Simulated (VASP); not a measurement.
# Si2Mo (C2/m) in VASP: single point with PBE

Aim: the single point of Si2Mo with PBE.

Program: VASP 6.6.1. These are calculated values, not measurements. Logs are shortened: lines on timing, memory, paths and dates and some standing lists are left out, and cuts for length are marked.

## 1. The cell of the first run

Symmetry: C2/m, No. 12, monoclinic system. Conventional cell: a = 8.457 Å, b = 3.088 Å, c = 3.088 Å, α = 90.00°, β = 111.42°, γ = 90.00°. Si (site symmetry m) has 9 Si at 2.43 to 3.09 Å and 5 Mo at 2.47 to 2.64 Å within 3.2 Å. Within 3.3 Å of Mo (site symmetry 2/m) lie 10 Si at 2.47 to 2.64 Å and 4 Mo at 3.09 Å.

## 2. Single point, PBE (atoms displaced along a vibrational mode, the cell strained)

Input file INCAR:

```
SYSTEM = Si2Mo
PREC = Accurate ; ENCUT = 520
EDIFF = 1E-6 ; ISMEAR = 0
SIGMA = 0.15 ; LREAL = .FALSE.
LASPH = .TRUE. ; NELM = 100
ALGO = Normal ; ISIF = 2
LWAVE = .FALSE. ; LCHARG = .FALSE.
GGA = PE ; NBANDS = 18
```

Input file KPOINTS:

```
Automatic mesh
0
G
  18 18 18
  0 0 0
```

Input file POSCAR:

```
Si2Mo
1.0
   -1.5441464357      1.5441464357      3.9366136217
    1.5441464357     -1.5441464357      3.9366136217
    1.5441464357      1.5441464357     -3.9366136217
Si Mo
2 1
Direct
    0.3350971189      0.2981058086     -0.0369913103
    0.6649028811      0.7018941914      0.0369913103
    0.0000000000      0.0000000000      0.0000000000
```

Potentials or basis: VASP PAW PBE potentials, release 64 (Si, Mo_sv).

Command:

```sh
$ cat potpaw_PBE.64/Si/POTCAR potpaw_PBE.64/Mo_sv/POTCAR > POTCAR
$ mpirun -np 1 vasp_std > vasp.out
```

OUTCAR:

```text
SYSTEM = Si2Mo
   PREC = Accurate
   ENCUT = 520
   EDIFF = 1E-6
   ISMEAR = 0
   LREAL = .FALSE.
   LASPH = .TRUE.
   NELM = 100
   ISIF = 2
   GGA = PE

 ion  position               nearest neighbor table
   1  0.335  0.298  0.963-   2 2.43   2 2.43   3 2.47   3 2.47   2 2.61   3 2.61   3 2.61   3 2.64
                             2 2.71   2 2.71
   2  0.665  0.702  0.037-   1 2.43   1 2.43   3 2.47   3 2.47   1 2.61   3 2.61   3 2.61   3 2.64
                             1 2.71   1 2.71
   3  0.000  0.000  0.000-   2 2.47   1 2.47   2 2.47   1 2.47   2 2.61   1 2.61   2 2.61   1 2.61
                             1 2.64   2 2.64

  LATTYP: Found a body centered tetragonal cell.
 ALAT       =     3.0882928714
 C/A-ratio  =     2.5493784337

  Lattice vectors:

 A1 = (  -1.5441464357,   1.5441464357,   3.9366136217)
 A2 = (   1.5441464357,  -1.5441464357,   3.9366136217)
 A3 = (   1.5441464357,   1.5441464357,  -3.9366136217)

Analysis of symmetry for initial positions (statically):
=====================================================================
 Subroutine PRICEL returns:
 Original cell was already a primitive cell.

 Routine SETGRP: Setting up the symmetry group for a
 body centered tetragonal supercell.

 Subroutine GETGRP returns: Found  4 space group operations
 (whereof  4 operations were pure point group operations)
 out of a pool of 16 trial point group operations.

The static configuration has the point symmetry C_2h.

Analysis of symmetry for dynamics (positions and initial velocities):
=====================================================================
 Subroutine PRICEL returns:
 Original cell was already a primitive cell.

 Routine SETGRP: Setting up the symmetry group for a
 body centered tetragonal supercell.

 Subroutine GETGRP returns: Found  4 space group operations
 (whereof  4 operations were pure point group operations)
 out of a pool of 16 trial point group operations.

The dynamic configuration has the point symmetry C_2h.

 Subroutine INISYM returns: Found  4 space group operations
 (whereof  4 operations are pure point group operations),
 and found     1 'primitive' translations

----------------------------------------------------------------------------------------

                                     Primitive cell

  volume of cell :      37.5457

  direct lattice vectors                    reciprocal lattice vectors
    -1.544146436  1.544146436  3.936613622     0.000000000  0.323803487  0.127012719
     1.544146436 -1.544146436  3.936613622     0.323803487  0.000000000  0.127012719
     1.544146436  1.544146436 -3.936613622     0.323803487  0.323803487  0.000000000

  length of vectors
     4.501744466  4.501744466  4.501744466     0.347823129  0.347823129  0.457927283

  position of ions in fractional coordinates (direct lattice)
     0.335097119  0.298105809  0.963008690
     0.664902881  0.701894191  0.036991310
     0.000000000  0.000000000  0.000000000

  ion indices of the primitive-cell ions
   primitive index   ion index
                 1           1
                 2           2
                 3           3

----------------------------------------------------------------------------------------

 KPOINTS: Automatic mesh

Automatic generation of k-mesh.
 Grid dimensions read from file:
 generate k-points for:   18   18   18

 Generating k-lattice:

  Cartesian coordinates                     Fractional coordinates (reciprocal lattice)
     0.000000000  0.017989083  0.007056262     0.055555556  0.000000000 -0.000000000
     0.017989083  0.000000000  0.007056262     0.000000000  0.055555556 -0.000000000
     0.017989083  0.017989083  0.000000000     0.000000000  0.000000000  0.055555556

  Length of vectors
     0.019323507  0.019323507  0.025440405

  Shift w.r.t. Gamma in fractional coordinates (k-lattice)
     0.000000000  0.000000000  0.000000000

 Subroutine IBZKPT returns following result:
 ===========================================

 Found   1550 irreducible k-points:

 Following reciprocal coordinates:
            Coordinates               Weight
  0.000000  0.000000  0.000000      1.000000
  0.055556  0.000000  0.000000      4.000000
  0.000000  0.055556  0.000000      2.000000
  0.055556  0.000000 -0.055556      2.000000
  0.111111  0.000000  0.000000      4.000000
  0.000000  0.111111  0.000000      2.000000
[... 16 lines left out ...]
  0.444444 -0.000000  0.000000      4.000000
 -0.000000  0.444444  0.000000      2.000000
 [... further k-points ...]
   k-points           NKPTS =   1550   k-points in BZ     NKDIM =   1550   number of bands    NBANDS=     18
   number of dos      NEDOS =    301   number of ions     NIONS =      3
   total plane-waves  NPLWV =  46656
   dimension x,y,z NGX =    36 NGY =   36 NGZ =   36
   dimension x,y,z NGXF=    72 NGYF=   72 NGZF=   72
   ions per type =               2   1
   NGX,Y,Z   is equivalent  to a cutoff of  13.29, 13.29, 13.29 a.u.
   NGXF,Y,Z  is equivalent  to a cutoff of  26.59, 26.59, 26.59 a.u.
 SYSTEM =  Si2Mo
   PREC   = accura    normal or accurate (medium, high low for compatibility)
   ISTART =      0    job   : 0-new  1-cont  2-samecut
   ICHARG =      2    charge: 1-file 2-atom 10-const
   ISPIN  =      1    spin polarized calculation?
   LNONCOLLINEAR =      F non collinear calculations
   LSORBIT =      F    spin-orbit coupling
   LASPH  =      T    aspherical Exc in radial PAW
   ENCUT  =  520.0 eV  38.22 Ry    6.18 a.u.   8.37  8.37  8.37*2*pi/ulx,y,z
   NELM   =    100;   NELMIN=  2; NELMDL= -5     # of ELM steps
   EDIFF  = 0.1E-05   stopping-criterion for ELM
   LREAL  =      F    real-space projection
   EDIFFG = 0.1E-04   stopping-criterion for IOM
   NSW    =      0    number of steps for IOM
   IBRION =     -1    ionic relax: 0-MD 1-quasi-New 2-CG
   NFREE  =      0    steps in history (QN), initial steepest desc. (CG)
   ISIF   =      2    stress and relaxation
   ISYM   =      2    0-nonsym 1-usesym 2-fastsym
   POTIM  = 0.5000    time-step for ionic-motion
   TEBEG  =    0.0;   TEEND  =   0.0 temperature during run
   PSTRESS=    0.0 pullay stress
   NELECT =      22.0000    total number of electrons
   NUPDOWN=      -1.0000    fix difference up-down
   EMIN   =  10.00;   EMAX   =-10.00  energy-range for DOS
   EFERMI =   0.00;   METHOD = LEGACY
   ISMEAR =     0;   SIGMA  =   0.15  broadening in eV -4-tet -1-fermi 0-gaus
   EFERMI_NEDOS =   21; number of points for ismear=-14 and -15
   IALGO  =     38    algorithm
   IMIX   =      4    mixing-type and parameters
     AMIX     =   0.40;   BMIX     =  1.00
     AMIX_MAG =   1.60;   BMIX_MAG =  1.00
  volume/ion in A,a.u.               =      12.52        84.46
  Fermi-wavevector in a.u.,A,eV,Ry     =   1.369922  2.588777 25.533863  1.876686
  Thomas-Fermi vector in A             =   2.495754
   LORBIT       =      0    0 simple, 1 ext, 2 COOP (PROOUT), +10 PAW based schemes
   GGA     = PE    functional components
   LHFCALC =     F    Hartree Fock is set to
   AEXX    =    0.0000 exact exchange contribution
   IVDW    =     0    specifies the selected vdW correction
   LEPSILON=     F    determine dielectric tensor
   LRPA    =     F    only Hartree local field effects (RPA)
 non-spin polarized calculation
 Gauss-broadening in eV      SIGMA  =   0.15
  energy-cutoff  :      520.00
  volume of cell :       37.55
 maximum number of plane-waves:      1039
 NGX is ok and might be reduce to    36
   NGX = 17   NGY = 17   NGZ = 17

 number of electron      22.0000000 magnetization

 Free energy of the ion-electron system (eV)
  ---------------------------------------------------
  ext. energy  EPLUGINS =         0.00000000
  ---------------------------------------------------
  free energy    TOTEN  =       -22.83912639 eV

  energy without entropy =      -22.83591605  energy(sigma->0) =      -22.83752122

 E-fermi :  13.4373     XC(G=0): -12.7565

 val. band max:       13.4334382614   @ k =   0.5000  -0.4444  -0.3333
 cond. band min:      13.4417621042   @ k =   0.3889  -0.3333   0.3889
 fundamental gap:      0.0083238428
 Fermi energy:        13.4373462472

 k-point     1 :       0.0000    0.0000    0.0000
  band No.  band energies     occupation
      1     -47.2815      2.00000
      2     -21.5448      2.00000
      3     -21.3448      2.00000
      4     -21.3039      2.00000
      5      -0.6912      2.00000
      6       6.4207      2.00000
[... 10 lines left out ...]
     17      18.6340      0.00000
     18      18.8581      0.00000

 k-point     2 :       0.0556    0.0000    0.0000
  band No.  band energies     occupation
      1     -47.2805      2.00000
      2     -21.5437      2.00000
      3     -21.3566      2.00000
      4     -21.3029      2.00000
      5      -0.6305      2.00000
      6       6.4352      2.00000
[... 10 lines left out ...]
     17      18.9274      0.00000
     18      19.1147      0.00000

 k-point     3 :       0.0000    0.0556    0.0000
  band No.  band energies     occupation
      1     -47.2805      2.00000
      2     -21.5450      2.00000
      3     -21.3437      2.00000
      4     -21.3143      2.00000
      5      -0.6320      2.00000
      6       6.4254      2.00000
[... 10 lines left out ...]
     17      18.6919      0.00000
     18      19.3809      0.00000

 k-point     4 :       0.0556    0.0000   -0.0556
  band No.  band energies     occupation
      1     -47.2805      2.00000
      2     -21.5453      2.00000
      3     -21.3437      2.00000
      4     -21.3141      2.00000
      5      -0.6300      2.00000
      6       6.4425      2.00000
[... 375 lines left out ...]
      4     -21.3129      2.00000
      5       2.0162      2.00000
      6       5.0823      2.00000
[... 10 lines left out ...]
     17      21.0241      0.00000
     18      21.9725      0.00000

 k-point    23 :       0.4444   -0.0000    0.0000
  band No.  band energies     occupation
      1     -47.2521      2.00000
      2     -21.7111      2.00000
      3     -21.5102      2.00000
      4     -21.2696      2.00000
      5       2.6782      2.00000
      6       4.1876      2.00000
[... 10 lines left out ...]
     17      19.9919      0.00000
     18      21.6084      0.00000

 k-point    24 :      -0.0000    0.4444    0.0000
  band No.  band energies     occupation
      1     -47.2523      2.00000
      2     -21.7119      2.00000
      3     -21.4659      2.00000
      4     -21.3097      2.00000
      5       2.4187      2.00000
      6       4.3400      2.00000
[... 10 lines left out ...]
     17      19.6410      0.00000
     18      21.0703      0.00000

 [... further k-points ...]

------------------------ aborting loop because EDIFF is reached ----------------------------------------

  FORCE on cell =-STRESS in cart. coord.  units (eV):
  Direction    XX          YY          ZZ          XY          YZ          ZX
  --------------------------------------------------------------------------------------
  -------------------------------------------------------------------------------------
  Total        5.9758428      6.6920706      2.7991668      0.0000000      0.0000000     -0.6231584
  in kB      255.0057640    285.5691867    119.4481992      0.0000000      0.0000000    -26.5918940
  external PRESSURE =     220.0077167 kB  Pullay stress =       0.0000000 kB

 VOLUME and BASIS-vectors are now :
 -----------------------------------------------------------------------------
  energy-cutoff  :      520.00
  volume of cell :       37.55
      direct lattice vectors                 reciprocal lattice vectors
    -1.544146436  1.544146436  3.936613622     0.000000000  0.323803487  0.127012719
     1.544146436 -1.544146436  3.936613622     0.323803487  0.000000000  0.127012719
     1.544146436  1.544146436 -3.936613622     0.323803487  0.323803487  0.000000000

 POSITION                                       TOTAL-FORCE (eV/Angst)
 -----------------------------------------------------------------------------------
      1.42991      1.54415     -1.29832         1.664685      0.000000     -0.059157
      0.11424      0.00000      5.23493        -1.664685      0.000000      0.059157
      0.00000      0.00000      0.00000        -0.000000      0.000000     -0.000000
 -----------------------------------------------------------------------------------
    total drift:                                0.000000     -0.000000     -0.000000

  FREE ENERGIE OF THE ION-ELECTRON SYSTEM (eV)
  ---------------------------------------------------
  free  energy   TOTEN  =       -22.8391263891 eV

  energy  without entropy=      -22.8359160474  energy(sigma->0) =      -22.83752122
```

Run time: 19 min. Hardware: 1 thread of Intel Xeon Platinum 8488C (Sapphire Rapids), shared host; peak memory 1 GiB.

Results:

```
Free energy            : -22.8391 eV
Pressure               : 22.0 GPa
Largest force          : 1.666 eV/Å
Band gap on the k mesh : zero (bands 11 and 12 overlap by 1.03 eV)
```

Forces in eV/Å, atoms in the order of the input:
```
Si   1.665  0.000 -0.059
Si  -1.665  0.000  0.059
Mo   0.000  0.000  0.000
```

Caveat: the cell differs from its parent crystal (atoms displaced along a vibrational mode, the cell strained); the stress differs along the axes, from 12 to 29 GPa; forces of over 1 eV/Å act on the atoms, so gaps and moduli don't describe the material at rest.
